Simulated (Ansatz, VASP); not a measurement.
One calculation of Al2Au, two programs

File INCAR:

```
PREC = Accurate ; ENCUT = 520
EDIFF = 1E-7 ; ISMEAR = -1
SIGMA = 0.05 ; LREAL = False
LASPH = True ; NELM = 100
ALGO = Normal ; ISIF = 2
LWAVE = False ; LCHARG = True
LELF = True ; LVHAR = True
NBANDS = 16
```

KPOINTS

```
regular mesh
0
Gamma
  11 11 11
```

The input POSCAR:

```
Al2Au
1.0
    0.0000000000      3.0198681287      3.0198681287
    3.0198681287      0.0000000000      3.0198681287
    3.0198681287      3.0198681287      0.0000000000
Al Au
2 1
Direct
    0.2500000000      0.2500000000      0.2500000000
    0.7500000000      0.7500000000      0.7500000000
    0.0000000000      0.0000000000      0.0000000000
```

Input for Ansatz:

```yaml
crystal:
  lattice:
    - [0.0, 3.0198681287, 3.0198681287]
    - [3.0198681287, 0.0, 3.0198681287]
    - [3.0198681287, 3.0198681287, 0.0]
  atoms:
    - { symbol: Al, position: [0.25, 0.25, 0.25] }
    - { symbol: Al, position: [0.75, 0.75, 0.75] }
    - { symbol: Au, position: [0.0, 0.0, 0.0] }
kpoints:
  mp_grid: { grid: [11, 11, 11] }
  band_path:
    path:
      - [0.0, 0.0, 0.0]
      - [0.5, 0.0, 0.5]
      - [0.625, 0.25, 0.625]
      - [0.375, 0.375, 0.75]
      - [0.0, 0.0, 0.0]
      - [0.5, 0.5, 0.5]
      - [0.5, 0.25, 0.75]
      - [0.5, 0.0, 0.5]
    npoints: 5
scf:
  occupations: { method: fermi_dirac, width: 0.05 }
hamiltonian:
  xc: lda
  pseudopotentials: { kind: all_electron, lapw: { basis_error: 0.0005 } }
output:
  forces: true
  stress: true
  eigenvalues: true
```

Change from the starting cell: volume scaled by 1.02.

Alike in both runs: task single point; functional LDA; k mesh 11 × 11 × 11; occupations fermi-dirac, width 0.05 eV; no spin polarisation.

|  | VASP | Ansatz |
| --- | --- | --- |
| version | VASP 6.6.1 | Ansatz 0.2.0 |
| potentials or method | VASP PAW LDA potentials, release 64 (Al, Au), cutoff 520 eV | all-electron LAPW, scalar-relativistic |

Ansatz gave:

```
pressure (GPa) : -4.6
```

Q: Which values does VASP return?

A: Pressure (GPa): -4.4.

LDA's correlation is that of Perdew and Zunger in VASP and of Perdew and Wang (1992) in Ansatz. Ansatz ran all-electron here, and VASP with PAW potentials.

Spin-orbit coupling is off throughout.
